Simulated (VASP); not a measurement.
# P in VASP: further runs

The runs below take P through single point, with PBE+D3(BJ).

Everything below comes from runs of VASP 6.6.1. Logs are shortened: lines on timing, memory, paths and dates and some standing lists are left out, and cuts for length are marked.

## 1. The cell of the first run

The cell holds a slab with vacuum, 2 atoms: a = 3.324 Å, b = 3.324 Å, c = 28.000 Å, α = 90.00°, β = 90.00°, γ = 120.00°.

## 2. Single point, PBE+D3(BJ)

Contents of INCAR:

```
ALGO = Normal ; DIPOL = 0.5 0.5 0.500
EDIFF = 1E-6 ; ENCUT = 520
GGA = PE ; IDIPOL = 3
ISIF = 2 ; ISMEAR = 0
IVDW = 12 ; LASPH = True
LCHARG = True ; LDIPOL = True
LELF = True ; LREAL = False
LVACPOTAV = True ; LVHAR = True
LWAVE = False ; NBANDS = 12
NELM = 80 ; PREC = Accurate
SIGMA = 0.02
```

Contents of KPOINTS:

```
k-points
0
Gamma
  9 9 1
```

Contents of POSCAR:

```
P
1.0
    3.3240000000      0.0000000000      0.0000000000
   -1.6620000000      2.8786684422      0.0000000000
    0.0000000000      0.0000000000     28.0000000000
P
2
Direct
    0.3333333333      0.6666666667      0.5000000000
    0.6666666667      0.3333333333      0.5000000000
```

Potentials or basis: VASP PAW PBE potentials, release 64 (P).

Command:

```sh
> cat potpaw_PBE.64/P/POTCAR > POTCAR
> mpirun -np 1 vasp_std > vasp.out
```

OUTCAR:

```text
EDIFF = 1E-6
   ENCUT = 520
   GGA = PE
   ISIF = 2
   ISMEAR = 0
   IVDW = 12
   LASPH = True
   LREAL = False
   NELM = 80
   PREC = Accurate
 IVDW          = 12

 ion  position               nearest neighbor table
   1  0.333  0.667  0.500-   2 1.92   2 1.92   2 1.92
   2  0.667  0.333  0.500-   1 1.92   1 1.92   1 1.92

  LATTYP: Found a hexagonal cell.
 ALAT       =     3.3240000000
 C/A-ratio  =     8.4235860409

  Lattice vectors:

 A1 = (   3.3240000000,   0.0000000000,   0.0000000000)
 A2 = (  -1.6620000000,   2.8786684422,   0.0000000000)
 A3 = (   0.0000000000,   0.0000000000,  28.0000000000)

Analysis of symmetry for initial positions (statically):
=====================================================================
 Subroutine PRICEL returns:
 Original cell was already a primitive cell.

 Routine SETGRP: Setting up the symmetry group for a
 hexagonal supercell.

 Subroutine GETGRP returns: Found 24 space group operations
 (whereof 24 operations were pure point group operations)
 out of a pool of 24 trial point group operations.

The static configuration has the point symmetry D_6h.

Analysis of symmetry for dynamics (positions and initial velocities):
=====================================================================
 Subroutine PRICEL returns:
 Original cell was already a primitive cell.

 Routine SETGRP: Setting up the symmetry group for a
 hexagonal supercell.

 Subroutine GETGRP returns: Found 24 space group operations
 (whereof 24 operations were pure point group operations)
 out of a pool of 24 trial point group operations.

The dynamic configuration has the point symmetry D_6h.

 Subroutine INISYM returns: Found 24 space group operations
 (whereof 24 operations are pure point group operations),
 and found     1 'primitive' translations

----------------------------------------------------------------------------------------

                                     Primitive cell

  volume of cell :     267.9234

  direct lattice vectors                    reciprocal lattice vectors
     3.324000000  0.000000000  0.000000000     0.300842359  0.173691417  0.000000000
    -1.662000000  2.878668442  0.000000000     0.000000000  0.347382833  0.000000000
     0.000000000  0.000000000 28.000000000     0.000000000  0.000000000  0.035714286

  length of vectors
     3.324000000  3.324000000 28.000000000     0.347382833  0.347382833  0.035714286

  position of ions in fractional coordinates (direct lattice)
     0.333333333  0.666666667  0.500000000
     0.666666667  0.333333333  0.500000000

  ion indices of the primitive-cell ions
   primitive index   ion index
                 1           1
                 2           2

----------------------------------------------------------------------------------------

 KPOINTS: k-points

Automatic generation of k-mesh.
 Grid dimensions read from file:
 generate k-points for:    9    9    1

 Generating k-lattice:

  Cartesian coordinates                     Fractional coordinates (reciprocal lattice)
     0.033426929  0.019299046  0.000000000     0.111111111  0.000000000  0.000000000
     0.000000000  0.038598093  0.000000000     0.000000000  0.111111111  0.000000000
     0.000000000  0.000000000  0.035714286     0.000000000  0.000000000  1.000000000

  Length of vectors
     0.038598093  0.038598093  0.035714286

  Shift w.r.t. Gamma in fractional coordinates (k-lattice)
     0.000000000  0.000000000  0.000000000

 Subroutine IBZKPT returns following result:
 ===========================================

 Found     12 irreducible k-points:

 Following reciprocal coordinates:
            Coordinates               Weight
  0.000000  0.000000  0.000000      1.000000
  0.111111 -0.000000  0.000000      6.000000
  0.222222 -0.000000  0.000000      6.000000
  0.333333 -0.000000  0.000000      6.000000
  0.444444 -0.000000  0.000000      6.000000
  0.111111  0.111111  0.000000      6.000000
  0.222222  0.111111  0.000000     12.000000
  0.333333  0.111111  0.000000     12.000000
  0.444444  0.111111  0.000000      6.000000
  0.222222  0.222222  0.000000      6.000000
  0.333333  0.222222  0.000000     12.000000
  0.333333  0.333333  0.000000      2.000000
   k-points           NKPTS =     12   k-points in BZ     NKDIM =     12   number of bands    NBANDS=     12
   number of dos      NEDOS =    301   number of ions     NIONS =      2
   total plane-waves  NPLWV = 164640
   dimension x,y,z NGX =    28 NGY =   28 NGZ =  210
   dimension x,y,z NGXF=    56 NGYF=   56 NGZF=  420
   ions per type =               2
   NGX,Y,Z   is equivalent  to a cutoff of  14.00, 14.00, 12.47 a.u.
   NGXF,Y,Z  is equivalent  to a cutoff of  28.01, 28.01, 24.94 a.u.
 SYSTEM =  unknown system
   PREC   = accura    normal or accurate (medium, high low for compatibility)
   ISTART =      0    job   : 0-new  1-cont  2-samecut
   ICHARG =      2    charge: 1-file 2-atom 10-const
   ISPIN  =      1    spin polarized calculation?
   LNONCOLLINEAR =      F non collinear calculations
   LSORBIT =      F    spin-orbit coupling
   LASPH  =      T    aspherical Exc in radial PAW
   ENCUT  =  520.0 eV  38.22 Ry    6.18 a.u.   6.18  6.18 52.06*2*pi/ulx,y,z
   NELM   =     80;   NELMIN=  2; NELMDL= -5     # of ELM steps
   EDIFF  = 0.1E-05   stopping-criterion for ELM
   LREAL  =      F    real-space projection
   EDIFFG = 0.1E-04   stopping-criterion for IOM
   NSW    =      0    number of steps for IOM
   IBRION =     -1    ionic relax: 0-MD 1-quasi-New 2-CG
   NFREE  =      0    steps in history (QN), initial steepest desc. (CG)
   ISIF   =      2    stress and relaxation
   ISYM   =      2    0-nonsym 1-usesym 2-fastsym
   POTIM  = 0.5000    time-step for ionic-motion
   TEBEG  =    0.0;   TEEND  =   0.0 temperature during run
   PSTRESS=    0.0 pullay stress
   NELECT =      10.0000    total number of electrons
   NUPDOWN=      -1.0000    fix difference up-down
   EMIN   =  10.00;   EMAX   =-10.00  energy-range for DOS
   EFERMI =   0.00;   METHOD = LEGACY
   ISMEAR =     0;   SIGMA  =   0.02  broadening in eV -4-tet -1-fermi 0-gaus
   EFERMI_NEDOS =   21; number of points for ismear=-14 and -15
   IALGO  =     38    algorithm
   IMIX   =      4    mixing-type and parameters
     AMIX     =   0.40;   BMIX     =  1.00
     AMIX_MAG =   1.60;   BMIX_MAG =  1.00
  volume/ion in A,a.u.               =     133.96       904.02
  Fermi-wavevector in a.u.,A,eV,Ry     =   0.547106  1.033880  4.072560  0.299325
  Thomas-Fermi vector in A             =   1.577210
   LORBIT       =      0    0 simple, 1 ext, 2 COOP (PROOUT), +10 PAW based schemes
   GGA     = PE    functional components
   LHFCALC =     F    Hartree Fock is set to
   AEXX    =    0.0000 exact exchange contribution
   IVDW    =    12    specifies the selected vdW correction
   LEPSILON=     F    determine dielectric tensor
   LRPA    =     F    only Hartree local field effects (RPA)
 non-spin polarized calculation
 Gauss-broadening in eV      SIGMA  =   0.02
  energy-cutoff  :      520.00
  volume of cell :      267.92
 maximum number of plane-waves:      7246
 NGX is ok and might be reduce to    28
   NGX = 13   NGY = 13   NGZ =105

 number of electron      10.0000000 magnetization

 dipolmoment           0.000000      0.000000      0.000000 electrons x Angstroem

 number of electron       9.9999998 magnetization

 dipolmoment           0.000000      0.000000     -0.000000 electrons x Angstroem

 Free energy of the ion-electron system (eV)
  ---------------------------------------------------
  ext. energy  EPLUGINS =         0.00000000
  ---------------------------------------------------
  free energy    TOTEN  =        -7.42853087 eV

  energy without entropy =       -7.42788845  energy(sigma->0) =       -7.42820966

 E-fermi :  -2.4050     XC(G=0):  -1.6365

 val. band max:       -2.6414408892   @ k =   0.2222   0.2222   0.0000
 cond. band min:      -2.3854634962   @ k =   0.2222   0.1111   0.0000
 fundamental gap:      0.2559773930
 Fermi energy:        -2.4050219868

 k-point     1 :       0.0000    0.0000    0.0000
  band No.  band energies     occupation
      1     -20.2080      2.00000
      2      -9.1546      2.00000
      3      -7.9850      2.00000
      4      -7.9850      2.00000
      5      -1.9398      0.00000
      6      -1.9398      0.00000
      7      -1.8184      0.00000
      8      -0.4431      0.00000
      9       1.2098      0.00000
     10       1.4958      0.00000
     11       1.8970      0.00000
     12       2.0257      0.00000

 k-point     2 :       0.1111   -0.0000    0.0000
  band No.  band energies     occupation
      1     -20.0165      2.00000
      2      -9.0336      2.00000
      3      -8.9686      2.00000
      4      -8.2709      2.00000
      5      -2.2851      0.00000
      6      -1.2736      0.00000
      7      -0.7112      0.00000
      8      -0.2274      0.00000
      9       1.4282      0.00000
     10       1.7198      0.00000
     11       2.1182      0.00000
     12       2.2490      0.00000

 k-point     3 :       0.2222   -0.0000    0.0000
  band No.  band energies     occupation
      1     -19.4501      2.00000
      2     -11.0646      2.00000
      3      -8.8477      2.00000
      4      -8.4185      2.00000
      5      -3.0187      2.00000
      6       0.0405      0.00000
      7       0.4074      0.00000
      8       0.4420      0.00000
      9       1.5436      0.00000
     10       2.0871      0.00000
     11       2.3915      0.00000
     12       2.7858      0.00000
[... 106 lines left out ...]
 k-point    11 :       0.3333    0.2222    0.0000
  band No.  band energies     occupation
      1     -16.9256      2.00000
      2     -14.9370      2.00000
      3     -11.4283      2.00000
      4      -5.9841      2.00000
      5      -3.9880      2.00000
      6      -0.7040      0.00000
      7       1.1336      0.00000
      8       2.3295      0.00000
      9       3.1947      0.00000
     10       5.4724      0.00000
     11       5.6752      0.00000
     12       5.8121      0.00000

 k-point    12 :       0.3333    0.3333    0.0000
  band No.  band energies     occupation
      1     -15.8805      2.00000
      2     -15.8805      2.00000
      3     -11.9647      2.00000
      4      -4.9671      2.00000
      5      -4.9671      2.00000
      6       0.5462      0.00000
      7       1.1856      0.00000
      8       2.5409      0.00000
      9       2.5409      0.00000
     10       5.4883      0.00000
     11       5.4883      0.00000
     12       6.5374      0.00000

------------------------ aborting loop because EDIFF is reached ----------------------------------------

 Edisp (eV)   -0.42676

 E8    (eV) :    -0.1748

  FORCE on cell =-STRESS in cart. coord.  units (eV):
  Direction    XX          YY          ZZ          XY          YZ          ZX
  --------------------------------------------------------------------------------------
  -------------------------------------------------------------------------------------
  Total      13.39641    13.39641    -0.01064     0.00000     0.00000     0.00000
  in kB      80.11028    80.11028    -0.06364     0.00000     0.00000     0.00000
  external pressure =       53.39 kB  Pullay stress =        0.00 kB

 VOLUME and BASIS-vectors are now :
 -----------------------------------------------------------------------------
  energy-cutoff  :      520.00
  volume of cell :      267.92
      direct lattice vectors                 reciprocal lattice vectors
     3.324000000  0.000000000  0.000000000     0.300842359  0.173691417  0.000000000
    -1.662000000  2.878668442  0.000000000     0.000000000  0.347382833  0.000000000
     0.000000000  0.000000000 28.000000000     0.000000000  0.000000000  0.035714286

 POSITION                                       TOTAL-FORCE (eV/Angst)
 -----------------------------------------------------------------------------------
     -0.00000      1.91911     14.00000         0.000000      0.000000     -0.000000
      1.66200      0.95956     14.00000        -0.000000     -0.000000      0.000000
 -----------------------------------------------------------------------------------
    total drift:                               -0.000000     -0.000000     -0.000000

  FREE ENERGIE OF THE ION-ELECTRON SYSTEM (eV)
  ---------------------------------------------------
  free  energy   TOTEN  =        -7.8552948023 eV

  energy  without entropy=       -7.8546523813  energy(sigma->0) =       -7.85497359

 vacuum level on the upper side and lower side of the slab         1.488         1.488
```

Run time: 97 s. Hardware: 1 thread of Intel Xeon 6975P-C, shared host; peak memory 0.39 GiB.

Results:

```yaml
Free_energy: -7.8553 eV
Band_gap_on_the_k_mesh: zero (band 5 reaches -1.94 eV, above the bottom of band 6 at -3.73 eV)
Dispersion_energy_per_atom: -0.213 eV
```

(Part 1 of 2 ends here.)
